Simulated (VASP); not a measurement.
# TiAl3 (Pmm2) in VASP: further runs

Runs on TiAl3. Level: PBEsol. Tasks: single point.

Everything below comes from runs of VASP 6.6.1. Logs are shortened: lines on timing, memory, paths and dates and some standing lists are left out, and cuts for length are marked.

### 1 The cell of the first run

It takes space group Pmm2 (No. 25, orthorhombic). Conventional cell: a = 2.840 Å, b = 4.681 Å, c = 4.901 Å, α = 90.00°, β = 90.00°, γ = 90.00°. Ti (site symmetry mm2) has 10 Al at 2.83 to 2.85 Å and 2 Ti at 2.84 Å within 3.7 Å. Within 3.7 Å of Al (site symmetry mm2) lie 4 Ti at 2.83 to 2.84 Å and 8 Al at 2.84 to 2.86 Å. Al (site symmetry mm2) has 8 Al at 2.81 to 2.86 Å and 4 Ti at 2.85 Å within 3.7 Å. Al (site symmetry mm2) has 10 Al at 2.81 to 2.86 Å and 2 Ti at 2.85 Å within 3.7 Å.

### 2 Single point, PBEsol

File INCAR:

```
SYSTEM = TiAl3
  PREC = Accurate
  ENCUT = 500
  EDIFF = 1E-6
  ISMEAR = 0
  SIGMA = 0.1
  LREAL = .FALSE.
  LASPH = .TRUE.
  NELM = 120
  ALGO = Normal
  ISIF = 2
  LWAVE = .FALSE.
  LCHARG = .FALSE.
  GGA = PS
  NBANDS = 18
  GGA_COMPAT = .FALSE.
```

File KPOINTS:

```
Automatic mesh
0
Gamma
  12 8 8
  0.5 0.5 0.5
```

File POSCAR:

```
TiAl3
1.0
    2.8396770000      0.0000000000      0.0000000000
    0.0000000000      4.6812640000      0.0000000000
    0.0000000000      0.0000000000      4.9007420000
Ti Al
1 3
Direct
    0.0000000000      0.5000000000      0.1659160000
    0.5000000000      0.5000000000      0.6672710000
    0.5000000000      0.0000000000      0.3309120000
    0.0000000000      0.0000000000      0.8359000000
```

Potentials or basis: VASP PAW PBE potentials, release 64 (Ti_sv, Al).

The run is started by

```
$ cat potpaw_PBE.64/Ti_sv/POTCAR potpaw_PBE.64/Al/POTCAR > POTCAR
$ mpirun -np 1 vasp_std > vasp.out
```

OUTCAR:

```text
SYSTEM = TiAl3
   PREC = Accurate
   ENCUT = 500
   EDIFF = 1E-6
   ISMEAR = 0
   LREAL = .FALSE.
   LASPH = .TRUE.
   NELM = 120
   ISIF = 2
   GGA = PS

 ion  position               nearest neighbor table
   1  0.000  0.500  0.166-   2 2.83   2 2.83   2 2.84   2 2.84   4 2.85   4 2.85   3 2.85   3 2.85
                             3 2.85   3 2.85
   2  0.500  0.500  0.667-   1 2.83   1 2.83   1 2.84   1 2.84   4 2.86   4 2.86   4 2.86   4 2.86
                             3 2.86   3 2.86
   3  0.500  0.000  0.331-   4 2.81   4 2.81   4 2.85   4 2.85   1 2.85   1 2.85   1 2.85   1 2.85
                             2 2.86   2 2.86
   4  0.000  0.000  0.836-   3 2.81   3 2.81   1 2.85   1 2.85   3 2.85   3 2.85   2 2.86   2 2.86
                             2 2.86   2 2.86

  LATTYP: Found a simple orthorhombic cell.
 ALAT       =     2.8396770000
 B/A-ratio  =     1.6485198845
 C/A-ratio  =     1.7258096607

  Lattice vectors:

 A1 = (   2.8396770000,   0.0000000000,   0.0000000000)
 A2 = (   0.0000000000,   4.6812640000,   0.0000000000)
 A3 = (   0.0000000000,   0.0000000000,   4.9007420000)

Analysis of symmetry for initial positions (statically):
=====================================================================
 Subroutine PRICEL returns:
 Original cell was already a primitive cell.

 Routine SETGRP: Setting up the symmetry group for a
 simple orthorhombic supercell.

 Subroutine GETGRP returns: Found  4 space group operations
 (whereof  4 operations were pure point group operations)
 out of a pool of  8 trial point group operations.

The static configuration has the point symmetry C_2v.

Analysis of symmetry for dynamics (positions and initial velocities):
=====================================================================
 Subroutine PRICEL returns:
 Original cell was already a primitive cell.

 Routine SETGRP: Setting up the symmetry group for a
 simple orthorhombic supercell.

 Subroutine GETGRP returns: Found  4 space group operations
 (whereof  4 operations were pure point group operations)
 out of a pool of  8 trial point group operations.

The dynamic configuration has the point symmetry C_2v.

 Subroutine INISYM returns: Found  4 space group operations
 (whereof  4 operations are pure point group operations),
 and found     1 'primitive' translations

----------------------------------------------------------------------------------------

                                     Primitive cell
[... 90 lines left out ...]
   LNONCOLLINEAR =      F non collinear calculations
   LSORBIT =      F    spin-orbit coupling
   LASPH  =      T    aspherical Exc in radial PAW
   ENCUT  =  500.0 eV  36.75 Ry    6.06 a.u.   5.18  8.54  8.94*2*pi/ulx,y,z
   NELM   =    120;   NELMIN=  2; NELMDL= -5     # of ELM steps
   EDIFF  = 0.1E-05   stopping-criterion for ELM
   LREAL  =      F    real-space projection
[... 7 lines left out ...]
   TEBEG  =    0.0;   TEEND  =   0.0 temperature during run
   PSTRESS=    0.0 pullay stress
   NELECT =      21.0000    total number of electrons
   NUPDOWN=      -1.0000    fix difference up-down
   EMIN   =  10.00;   EMAX   =-10.00  energy-range for DOS
   EFERMI =   0.00;   METHOD = LEGACY
   ISMEAR =     0;   SIGMA  =   0.10  broadening in eV -4-tet -1-fermi 0-gaus
   EFERMI_NEDOS =   21; number of points for ismear=-14 and -15
   IALGO  =     38    algorithm
   IMIX   =      4    mixing-type and parameters
     AMIX     =   0.40;   BMIX     =  1.00
     AMIX_MAG =   1.60;   BMIX_MAG =  1.00
  volume/ion in A,a.u.               =      16.29       109.91
  Fermi-wavevector in a.u.,A,eV,Ry     =   1.122492  2.121202 17.143184  1.259988
  Thomas-Fermi vector in A             =   2.259152
   LORBIT       =      0    0 simple, 1 ext, 2 COOP (PROOUT), +10 PAW based schemes
   GGA     = PS    functional components
   LHFCALC =     F    Hartree Fock is set to
   AEXX    =    0.0000 exact exchange contribution
   IVDW    =     0    specifies the selected vdW correction
   LEPSILON=     F    determine dielectric tensor
   LRPA    =     F    only Hartree local field effects (RPA)
 non-spin polarized calculation
 Gauss-broadening in eV      SIGMA  =   0.10
  energy-cutoff  :      500.00
  volume of cell :       65.15
 maximum number of plane-waves:      1672
 NGX is ok and might be reduce to    24
   NGX = 11   NGY = 17   NGZ = 17

 number of electron      21.0000004 magnetization

 Free energy of the ion-electron system (eV)
  ---------------------------------------------------
  ext. energy  EPLUGINS =         0.00000000
  ---------------------------------------------------
  free energy    TOTEN  =       -21.58635570 eV

  energy without entropy =      -21.57254240  energy(sigma->0) =      -21.57944905

 E-fermi :   7.9712     XC(G=0): -10.7131

 val. band max:        7.9704879248   @ k =   0.1250   0.1875   0.4375
 cond. band min:       7.9732426962   @ k =   0.3750   0.3125   0.3125
 fundamental gap:      0.0027547714
 Fermi energy:         7.9712372676

 k-point     1 :       0.0417    0.0625    0.0625
  band No.  band energies     occupation
      1     -48.3004      2.00000
      2     -24.7286      2.00000
      3     -24.7224      2.00000
      4     -24.3715      2.00000
      5      -2.0507      2.00000
      6       2.7346      2.00000
[... 481 lines left out ...]
      5       2.5330      2.00000
      6       3.8415      2.00000
[... 10 lines left out ...]
     17      11.9872      0.00000
     18      12.4183      0.00000

 [... further k-points ...]

------------------------ aborting loop because EDIFF is reached ----------------------------------------

  FORCE on cell =-STRESS in cart. coord.  units (eV):
  Direction    XX          YY          ZZ          XY          YZ          ZX
  --------------------------------------------------------------------------------------
  -------------------------------------------------------------------------------------
  Total       -1.5201270     -0.7063774     -0.6932855      0.0000000      0.0000000      0.0000000
  in kB      -37.3849270    -17.3721459    -17.0501731      0.0000000      0.0000000      0.0000000
  external PRESSURE =     -23.9357487 kB  Pullay stress =       0.0000000 kB

 VOLUME and BASIS-vectors are now :
 -----------------------------------------------------------------------------
  energy-cutoff  :      500.00
  volume of cell :       65.15
      direct lattice vectors                 reciprocal lattice vectors
     2.839677000  0.000000000  0.000000000     0.352152727  0.000000000  0.000000000
     0.000000000  4.681264000  0.000000000     0.000000000  0.213617519  0.000000000
     0.000000000  0.000000000  4.900742000     0.000000000  0.000000000  0.204050734

 POSITION                                       TOTAL-FORCE (eV/Angst)
 -----------------------------------------------------------------------------------
      0.00000      2.34063      0.81311         0.000000      0.000000     -0.041248
      1.41984      2.34063      3.27012         0.000000      0.000000     -0.003279
      1.41984      0.00000      1.62171         0.000000      0.000000      0.002522
      0.00000      0.00000      4.09653         0.000000      0.000000      0.042006
 -----------------------------------------------------------------------------------
    total drift:                                0.000000      0.000000      0.000236

  FREE ENERGIE OF THE ION-ELECTRON SYSTEM (eV)
  ---------------------------------------------------
  free  energy   TOTEN  =       -21.5863556974 eV

  energy  without entropy=      -21.5725423951  energy(sigma->0) =      -21.57944905
```

OSZICAR:

```text
N       E                     dE             d eps       ncg     rms          rms(c)
DAV:   1     0.126659872132E+03    0.12666E+03   -0.93018E+03  3456   0.105E+03
DAV:   2    -0.104739762426E+02   -0.13713E+03   -0.13406E+03  3510   0.288E+02
DAV:   3    -0.227379595106E+02   -0.12264E+02   -0.12092E+02  6108   0.712E+01
DAV:   4    -0.234772837206E+02   -0.73932E+00   -0.73711E+00  4468   0.150E+01
DAV:   5    -0.235070708997E+02   -0.29787E-01   -0.29780E-01  5110   0.297E+00    0.104E+01
DAV:   6    -0.229667455934E+02    0.54033E+00   -0.26745E+01  4812   0.342E+01    0.820E+00
DAV:   7    -0.216910706514E+02    0.12757E+01   -0.11518E+01  4570   0.212E+01    0.302E+00
DAV:   8    -0.216062427181E+02    0.84828E-01   -0.88518E-01  4302   0.753E+00    0.121E+00
DAV:   9    -0.215867349543E+02    0.19508E-01   -0.14611E-01  4262   0.299E+00    0.330E-01
DAV:  10    -0.215867228710E+02    0.12083E-04   -0.80826E-03  4344   0.686E-01    0.172E-01
DAV:  11    -0.215863393854E+02    0.38349E-03   -0.23206E-03  4080   0.397E-01    0.898E-02
DAV:  12    -0.215863564045E+02   -0.17019E-04   -0.14040E-04  4038   0.108E-01    0.110E-02
DAV:  13    -0.215863559394E+02    0.46506E-06   -0.11894E-05  4798   0.276E-02    0.734E-03
DAV:  14    -0.215863556974E+02    0.24200E-06   -0.15663E-06  2488   0.100E-02
   1 F= -.21586356E+02 E0= -.21579449E+02  d E =-.138133E-01
```

stdout:

```text
POSCAR found type information on POSCAR TiAl
 POSCAR found :  2 types and       4 ions
 scaLAPACK will be used
 -----------------------------------------------------------------------------
|                                                                             |
|                                                                             |
|     You enforced a specific xc type in the INCAR file but a different       |
|     I HOPE YOU KNOW WHAT YOU ARE DOING!                                     |
|                                                                             |
 -----------------------------------------------------------------------------

 LDA part: xc-table for (Slater+PW92), standard interpolation
 POSCAR, INCAR and KPOINTS ok, starting setup
 FFT: planning ... GRIDC
 FFT: planning ... GRID_SOFT
 FFT: planning ... GRID
 WAVECAR not read
 entering main loop
```

Run time: 34 s. Hardware: 1 thread of Intel Xeon 6975P-C (Granite Rapids), shared host; peak memory 0.24 GiB.

What came out:

* Free energy: -21.5864 eV
* Pressure: -2.4 GPa
* Largest force: 0.042 eV/Å
* Band gap on the k mesh: zero (an odd number of electrons rules out a gap without spin polarisation)

Forces on the atoms (eV/Å):
```
Ti   0.000  0.000 -0.041
Al   0.000  0.000 -0.003
Al   0.000  0.000  0.003
Al   0.000  0.000  0.042
```

Caveat: the PAW data sets were made with another functional, which shifts forces and pressure a little.

(Continued in part 2 of 2.)
